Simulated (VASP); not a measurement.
# NiO (rock salt type) (Fm-3m) in VASP: notebook

The runs below take NiO (rock salt type) through single point, with r2SCAN.

Everything below comes from runs of VASP 6.6.1. Logs are shortened: lines on timing, memory, paths and dates and some standing lists are left out, and cuts for length are marked.

### Step 1. The cell of the first run

The structure is cubic, space group Fm-3m (No. 225). The conventional cell has a = 4.089 Å, b = 4.089 Å, c = 4.089 Å, α = 90.00°, β = 90.00°, γ = 90.00°. Within 2.7 Å of Ni (site symmetry m-3m) lie 6 O at 2.04 Å. Within 2.7 Å of O (site symmetry m-3m) lie 6 Ni at 2.04 Å.

### Step 2. Single point, r2SCAN

File POSCAR:

```
NiO
1.0
    0.0000000000      2.0445720710      2.0445720710
    2.0445720710      0.0000000000      2.0445720710
    2.0445720710      2.0445720710      0.0000000000
Ni O
1 1
Direct
    0.0000000000      0.0000000000      0.0000000000
    0.5000000000      0.5000000000      0.5000000000
```

File INCAR.step1:

```
PREC     = Accurate       # precision mode
ENCUT    = 520            # plane-wave cutoff, eV
ISMEAR   = -1             # smearing method
SIGMA    = 0.1            # smearing width, eV
LREAL    = F              # projectors in reciprocal space
LASPH    = T              # aspherical terms in the spheres
NELM     = 80             # most SCF steps
NBANDS   = 15             # bands
GGA      = PE             # functional
ALGO     = Normal         # electronic algorithm
EDIFF    = 1E-4           # SCF threshold, eV
LWAVE    = T              # write WAVECAR
LCHARG   = F              # write CHGCAR
```

File INCAR.step2:

```
PREC     = Accurate       # precision mode
ENCUT    = 520            # plane-wave cutoff, eV
EDIFF    = 1E-6           # SCF threshold, eV
ISMEAR   = -1             # smearing method
SIGMA    = 0.1            # smearing width, eV
LREAL    = F              # projectors in reciprocal space
LASPH    = T              # aspherical terms in the spheres
NELM     = 80             # most SCF steps
ALGO     = Normal         # electronic algorithm
ISIF     = 2              # what is computed and relaxed
LWAVE    = F              # write WAVECAR
LCHARG   = F              # write CHGCAR
METAGGA  = R2SCAN         # meta-GGA
LMIXTAU  = T            
NBANDS   = 15             # bands
ISTART   = 1
```

File KPOINTS:

```
Automatic mesh
0
Gamma
  14 14 14
```

Potentials or basis: VASP PAW PBE potentials, release 64 (Ni, O).

Run with:

```
> cat potpaw_PBE.64/Ni/POTCAR potpaw_PBE.64/O/POTCAR > POTCAR
> cp INCAR.step1 INCAR
> mpirun -np 1 vasp_std > vasp.out
> cp INCAR.step2 INCAR
> mpirun -np 1 vasp_std > vasp.out
```

OUTCAR:

```text
PREC = Accurate
   ENCUT = 520
   EDIFF = 1E-6
   ISMEAR = -1
   LREAL = F
   LASPH = T
   NELM = 80
   ISIF = 2
   METAGGA = R2SCAN
   ISTART = 1

 ion  position               nearest neighbor table
   1  0.000  0.000  0.000-   2 2.04   2 2.04   2 2.04   2 2.04   2 2.04   2 2.04
   2  0.500  0.500  0.500-   1 2.04   1 2.04   1 2.04   1 2.04   1 2.04   1 2.04

  LATTYP: Found a face centered cubic cell.
 ALAT       =     4.0891441420

  Lattice vectors:

 A1 = (   0.0000000000,   2.0445720710,   2.0445720710)
 A2 = (   2.0445720710,   0.0000000000,   2.0445720710)
 A3 = (   2.0445720710,   2.0445720710,   0.0000000000)

Analysis of symmetry for initial positions (statically):
=====================================================================
 Subroutine PRICEL returns:
 Original cell was already a primitive cell.

 Routine SETGRP: Setting up the symmetry group for a
 face centered cubic supercell.

 Subroutine GETGRP returns: Found 48 space group operations
 (whereof 48 operations were pure point group operations)
 out of a pool of 48 trial point group operations.

The static configuration has the point symmetry O_h .

Analysis of symmetry for dynamics (positions and initial velocities):
=====================================================================
 Subroutine PRICEL returns:
 Original cell was already a primitive cell.

 Routine SETGRP: Setting up the symmetry group for a
 face centered cubic supercell.

 Subroutine GETGRP returns: Found 48 space group operations
 (whereof 48 operations were pure point group operations)
 out of a pool of 48 trial point group operations.

The dynamic configuration has the point symmetry O_h .

 Subroutine INISYM returns: Found 48 space group operations
 (whereof 48 operations are pure point group operations),
 and found     1 'primitive' translations

----------------------------------------------------------------------------------------

                                     Primitive cell

  volume of cell :      17.0937

  direct lattice vectors                    reciprocal lattice vectors
     0.000000000  2.044572071  2.044572071    -0.244549951  0.244549951  0.244549951
     2.044572071  0.000000000  2.044572071     0.244549951 -0.244549951  0.244549951
     2.044572071  2.044572071  0.000000000     0.244549951  0.244549951 -0.244549951

  length of vectors
     2.891461552  2.891461552  2.891461552     0.423572940  0.423572940  0.423572940

  position of ions in fractional coordinates (direct lattice)
     0.000000000  0.000000000  0.000000000
[... 83 lines left out ...]
   NFREE  =      0    steps in history (QN), initial steepest desc. (CG)
   ISIF   =      2    stress and relaxation
   ISYM   =      2    0-nonsym 1-usesym 2-fastsym
   POTIM  = 0.5000    time-step for ionic-motion
   TEBEG  =    0.0;   TEEND  =   0.0 temperature during run
   PSTRESS=    0.0 pullay stress
   NELECT =      16.0000    total number of electrons
   NUPDOWN=      -1.0000    fix difference up-down
   EMIN   =  10.00;   EMAX   =-10.00  energy-range for DOS
   EFERMI =   0.00;   METHOD = LEGACY
   ISMEAR =    -1;   SIGMA  =   0.10  broadening in eV -4-tet -1-fermi 0-gaus
   EFERMI_NEDOS =   21; number of points for ismear=-14 and -15
   IALGO  =     38    algorithm
   IMIX   =      4    mixing-type and parameters
     AMIX     =   0.40;   BMIX     =  1.00
     AMIX_MAG =   1.60;   BMIX_MAG =  1.00
  volume/ion in A,a.u.               =       8.55        57.68
  Fermi-wavevector in a.u.,A,eV,Ry     =   1.601410  3.026225 34.892310  2.564512
  Thomas-Fermi vector in A             =   2.698392
   LORBIT       =      0    0 simple, 1 ext, 2 COOP (PROOUT), +10 PAW based schemes
   METAGGA = R2SCAN    functional components
   LHFCALC =     F    Hartree Fock is set to
   AEXX    =    0.0000 exact exchange contribution
   IVDW    =     0    specifies the selected vdW correction
   LEPSILON=     F    determine dielectric tensor
   LRPA    =     F    only Hartree local field effects (RPA)
 non-spin polarized calculation
  energy-cutoff  :      520.00
  volume of cell :       17.09
 maximum number of plane-waves:       475
 NGX is ok and might be reduce to    24
   NGX = 11   NGY = 11   NGZ = 11

 number of electron      15.9999993 magnetization

 Free energy of the ion-electron system (eV)
  ---------------------------------------------------
  ext. energy  EPLUGINS =         0.00000000
  ---------------------------------------------------
  free energy    TOTEN  =       -19.29513155 eV

  energy without entropy =      -19.23953818  energy(sigma->0) =      -19.26733487

 E-fermi :   8.8157     XC(G=0): -13.8304

 val. band max:        8.7922262905   @ k =  -0.4286   0.3571   0.0714
 cond. band min:       8.8204829582   @ k =  -0.3571   0.4286   0.1429
 fundamental gap:      0.0282566677
 Fermi energy:         8.8156543567

 k-point     1 :       0.0000    0.0000    0.0000
  band No.  band energies     occupation
      1     -13.5274      2.00000
      2       5.0964      2.00000
      3       5.0964      2.00000
      4       5.0964      2.00000
      5       6.3448      2.00000
      6       6.3448      2.00000
      7       6.3448      2.00000
      8       7.1082      2.00000
      9       7.1083      2.00000
     10      11.1771      0.00000
     11      27.5735      0.00000
     12      28.9229      0.00000
     13      28.9229      0.00000
     14      28.9229      0.00000
[... 401 lines left out ...]
      2       1.7008      2.00000
      3       3.4618      2.00000
      4       3.7286      2.00000
      5       6.3185      2.00000
      6       7.1267      2.00000
      7       7.3245      2.00000
      8       8.1323      1.99785
      9       9.0117      0.24674
     10      14.7125      0.00000
     11      22.3471      0.00000
     12      24.5110      0.00000
     13      26.4665      0.00000
     14      28.9015      0.00000
     15      34.7681      0.00000

 [... further k-points ...]
[... 5 lines left out ...]
  --------------------------------------------------------------------------------------
  -------------------------------------------------------------------------------------
  Total        0.4724228      0.4724228      0.4724228      0.0000000      0.0000000      0.0000000
  in kB       44.2796503     44.2796503     44.2796503      0.0000000      0.0000000      0.0000000
  external PRESSURE =      44.2796503 kB  Pullay stress =       0.0000000 kB

 VOLUME and BASIS-vectors are now :
 -----------------------------------------------------------------------------
  energy-cutoff  :      520.00
  volume of cell :       17.09
      direct lattice vectors                 reciprocal lattice vectors
     0.000000000  2.044572071  2.044572071    -0.244549951  0.244549951  0.244549951
     2.044572071  0.000000000  2.044572071     0.244549951 -0.244549951  0.244549951
     2.044572071  2.044572071  0.000000000     0.244549951  0.244549951 -0.244549951

 POSITION                                       TOTAL-FORCE (eV/Angst)
 -----------------------------------------------------------------------------------
      0.00000      0.00000      0.00000         0.000000      0.000000      0.000000
      2.04457      2.04457      2.04457        -0.000000     -0.000000     -0.000000
 -----------------------------------------------------------------------------------
    total drift:                                0.000000     -0.000000     -0.000000

  FREE ENERGIE OF THE ION-ELECTRON SYSTEM (eV)
  ---------------------------------------------------
  free  energy   TOTEN  =       -19.2951315511 eV

  energy  without entropy=      -19.2395381839  energy(sigma->0) =      -19.26733487
```

It took 37 s on 1 thread of Intel Xeon 6975P-C (Granite Rapids), shared host; peak memory 0.15 GiB.

Results:

| Property | Result |
| --- | --- |
| Free energy | -19.2951 eV |
| Pressure | 4.4 GPa |
| Band gap on the k mesh | zero (band 8 reaches 10.22 eV, above the bottom of band 9 at 7.11 eV) |

Caveat: the PAW data sets were made with another functional, which shifts forces and pressure a little; the run has no spin polarisation, though such a crystal can be magnetic; semilocal functionals often make such compounds metallic where correlation or magnetic order opens a gap, which also shifts bond lengths. Spin polarisation is off, so any magnetic state and its effect on volume and gap are missing.

### Step 3. Single point, r2SCAN

This run uses another cell than the first one, of 8.82 Å³/atom, 1.032 times its volume.

File POSCAR:

```
NiO
1.0
    0.0000000000      2.0658712295      2.0658712295
    2.0658712295      0.0000000000      2.0658712295
    2.0658712295      2.0658712295      0.0000000000
Ni O
1 1
Direct
    0.0000000000      0.0000000000      0.0000000000
    0.5000000000      0.5000000000      0.5000000000
```

File INCAR.step1:

```
ALGO = Normal
EDIFF = 1E-4
ENCUT = 520
GGA = PE
ISMEAR = -1
LASPH = True
LCHARG = False
LREAL = False
LWAVE = True
NBANDS = 15
NELM = 100
PREC = Accurate
SIGMA = 0.1
```

File INCAR.step2:

```
ALGO = Normal
EDIFF = 1E-6
ENCUT = 520
ISIF = 2
ISMEAR = -1
ISTART = 1
LASPH = True
LCHARG = False
LMIXTAU = True
LREAL = False
LWAVE = False
METAGGA = R2SCAN
NBANDS = 15
NELM = 100
PREC = Accurate
SIGMA = 0.1
```

File KPOINTS:

```
k-points
0
Gamma
  14 14 14
```

Potentials or basis: VASP PAW PBE potentials, release 64 (Ni, O).

Run with:

```
> cat potpaw_PBE.64/Ni/POTCAR potpaw_PBE.64/O/POTCAR > POTCAR
> cp INCAR.step1 INCAR
> mpirun -np 1 vasp_std > vasp.out
> cp INCAR.step2 INCAR
> mpirun -np 1 vasp_std > vasp.out
```

OUTCAR:

```text
EDIFF = 1E-6
   ENCUT = 520
   ISIF = 2
   ISMEAR = -1
   ISTART = 1
   LASPH = True
   LREAL = False
   METAGGA = R2SCAN
   NELM = 100
   PREC = Accurate

 ion  position               nearest neighbor table
   1  0.000  0.000  0.000-   2 2.07   2 2.07   2 2.07   2 2.07   2 2.07   2 2.07
   2  0.500  0.500  0.500-   1 2.07   1 2.07   1 2.07   1 2.07   1 2.07   1 2.07

  LATTYP: Found a face centered cubic cell.
 ALAT       =     4.1317424590

  Lattice vectors:

 A1 = (   0.0000000000,   2.0658712295,   2.0658712295)
 A2 = (   2.0658712295,   0.0000000000,   2.0658712295)
 A3 = (   2.0658712295,   2.0658712295,   0.0000000000)

Analysis of symmetry for initial positions (statically):
=====================================================================
 Subroutine PRICEL returns:
 Original cell was already a primitive cell.

 Routine SETGRP: Setting up the symmetry group for a
 face centered cubic supercell.

 Subroutine GETGRP returns: Found 48 space group operations
 (whereof 48 operations were pure point group operations)
 out of a pool of 48 trial point group operations.

The static configuration has the point symmetry O_h .

Analysis of symmetry for dynamics (positions and initial velocities):
=====================================================================
 Subroutine PRICEL returns:
 Original cell was already a primitive cell.

 Routine SETGRP: Setting up the symmetry group for a
 face centered cubic supercell.

 Subroutine GETGRP returns: Found 48 space group operations
 (whereof 48 operations were pure point group operations)
 out of a pool of 48 trial point group operations.

The dynamic configuration has the point symmetry O_h .

 Subroutine INISYM returns: Found 48 space group operations
 (whereof 48 operations are pure point group operations),
 and found     1 'primitive' translations

----------------------------------------------------------------------------------------

[... 116 lines left out ...]
   LORBIT       =      0    0 simple, 1 ext, 2 COOP (PROOUT), +10 PAW based schemes
   METAGGA = R2SCAN    functional components
   LHFCALC =     F    Hartree Fock is set to
   AEXX    =    0.0000 exact exchange contribution
   IVDW    =     0    specifies the selected vdW correction
   LEPSILON=     F    determine dielectric tensor
   LRPA    =     F    only Hartree local field effects (RPA)
 non-spin polarized calculation
  energy-cutoff  :      520.00
  volume of cell :       17.63
 maximum number of plane-waves:       531
 NGX is ok and might be reduce to    24
   NGX = 11   NGY = 11   NGZ = 11

 number of electron      15.9999989 magnetization

 Free energy of the ion-electron system (eV)
  ---------------------------------------------------
  ext. energy  EPLUGINS =         0.00000000
  ---------------------------------------------------
  free energy    TOTEN  =       -19.29804242 eV

  energy without entropy =      -19.24046971  energy(sigma->0) =      -19.26925606

 E-fermi :   8.3140     XC(G=0): -13.6245

 val. band max:        8.2957715562   @ k =  -0.4286   0.3571   0.0714
 cond. band min:       8.3271774288   @ k =  -0.3571   0.4286   0.1429
 fundamental gap:      0.0314058725
 Fermi energy:         8.3139925670

 k-point     1 :       0.0000    0.0000    0.0000
  band No.  band energies     occupation
      1     -13.6984      2.00000
      2       4.7508      2.00000
      3       4.7508      2.00000
      4       4.7508      2.00000
      5       5.9569      2.00000
      6       5.9570      2.00000
      7       5.9570      2.00000
      8       6.6999      2.00000
      9       6.7000      2.00000
     10      10.5026      0.00000
     11      26.9769      0.00000
     12      28.1939      0.00000
     13      28.1939      0.00000
     14      28.1939      0.00000
[... 401 lines left out ...]
      2       1.4604      2.00000
      3       3.1829      2.00000
      4       3.4389      2.00000
      5       5.9336      2.00000
      6       6.6985      2.00000
      7       6.8806      2.00000
      8       7.6715      1.99677
      9       8.4983      0.27342
     10      14.0174      0.00000
     11      21.6932      0.00000
     12      23.7688      0.00000
     13      25.7053      0.00000
     14      28.1029      0.00000
     15      33.8949      0.00000

 [... further k-points ...]
[... 5 lines left out ...]
  --------------------------------------------------------------------------------------
  -------------------------------------------------------------------------------------
  Total       -0.3217426     -0.3217426     -0.3217426     -0.0000000      0.0000000      0.0000000
  in kB      -29.2334098    -29.2334098    -29.2334098     -0.0000000      0.0000000      0.0000000
  external PRESSURE =     -29.2334098 kB  Pullay stress =       0.0000000 kB

 VOLUME and BASIS-vectors are now :
 -----------------------------------------------------------------------------
  energy-cutoff  :      520.00
  volume of cell :       17.63
      direct lattice vectors                 reciprocal lattice vectors
     0.000000000  2.065871229  2.065871229    -0.242028638  0.242028638  0.242028638
     2.065871229  0.000000000  2.065871229     0.242028638 -0.242028638  0.242028638
     2.065871229  2.065871229  0.000000000     0.242028638  0.242028638 -0.242028638

 POSITION                                       TOTAL-FORCE (eV/Angst)
 -----------------------------------------------------------------------------------
      0.00000      0.00000      0.00000         0.000000      0.000000      0.000000
      2.06587      2.06587      2.06587        -0.000000     -0.000000     -0.000000
 -----------------------------------------------------------------------------------
    total drift:                                0.000000     -0.000000     -0.000000

  FREE ENERGIE OF THE ION-ELECTRON SYSTEM (eV)
  ---------------------------------------------------
  free  energy   TOTEN  =       -19.2980424194 eV

  energy  without entropy=      -19.2404697064  energy(sigma->0) =      -19.26925606
```

OUTCAR.step1:

```text
EDIFF = 1E-4
   ENCUT = 520
   GGA = PE
   ISMEAR = -1
   LASPH = True
[... 653 lines left out ...]
      0.00000      0.00000      0.00000         0.000000      0.000000      0.000000
      2.06587      2.06587      2.06587         0.000000     -0.000000      0.000000
 -----------------------------------------------------------------------------------
    total drift:                                0.000000     -0.000000     -0.000000

  FREE ENERGIE OF THE ION-ELECTRON SYSTEM (eV)
  ---------------------------------------------------
  free  energy   TOTEN  =       -11.4042034432 eV

  energy  without entropy=      -11.3433342146  energy(sigma->0) =      -11.37376883
```

OSZICAR.step1:

```text
N       E                     dE             d eps       ncg     rms          rms(c)
DAV:   1     0.778054215590E+02    0.77805E+02   -0.77518E+03  3280   0.140E+03
DAV:   2    -0.958151168730E+01   -0.87387E+02   -0.77057E+02  3449   0.261E+02
DAV:   3    -0.135558518600E+02   -0.39743E+01   -0.38739E+01  3750   0.602E+01
DAV:   4    -0.135911007407E+02   -0.35249E-01   -0.35237E-01  3725   0.555E+00
DAV:   5    -0.135919179467E+02   -0.81721E-03   -0.81719E-03  3907   0.858E-01    0.133E+01
DAV:   6    -0.128358193123E+02    0.75610E+00   -0.12242E+01  3251   0.685E+01    0.147E+01
DAV:   7    -0.114627671663E+02    0.13731E+01   -0.54490E+00  3330   0.581E+01    0.519E+00
DAV:   8    -0.114070959961E+02    0.55671E-01   -0.34227E-01  3942   0.105E+01    0.183E+00
DAV:   9    -0.114047988126E+02    0.22972E-02   -0.27293E-02  3738   0.224E+00    0.233E-01
DAV:  10    -0.114042748311E+02    0.52398E-03   -0.33995E-03  3952   0.129E+00    0.101E-01
DAV:  11    -0.114042034432E+02    0.71388E-04   -0.46812E-04  4307   0.345E-01
   1 F= -.11404203E+02 E0= -.11373769E+02  d E =-.608692E-01
```

It took 37 s on 1 thread of Intel Xeon 6975P-C (Granite Rapids), shared host; peak memory 0.16 GiB.

Results:

* Free energy: -19.2980 eV
* Pressure: -2.9 GPa
* Band gap on the k mesh: zero (band 8 reaches 9.67 eV, above the bottom of band 9 at 6.70 eV)

Levels at points of the mesh, in eV from the Fermi level:
```
           k point  band 6  band 7  band 8  band 9  band 10  band 11
(0.00, 0.00, 0.00)   -2.36   -2.36   -1.61   -1.61     2.19    18.66
(0.50, 0.00, 0.00)   -1.49   -1.09    1.35    1.35     6.20    11.06
(0.50, 0.50, 0.00)   -1.25   -1.25   -1.20   -0.61     7.10    11.51
```

Caveat: the PAW data sets were made with another functional, which shifts forces and pressure a little; the run has no spin polarisation, though such a crystal can be magnetic; semilocal functionals often make such compounds metallic where correlation or magnetic order opens a gap, which also shifts bond lengths. With open d or f shells a metallic result of r2SCAN can be an artefact of self-interaction; +U or a hybrid may open a gap.
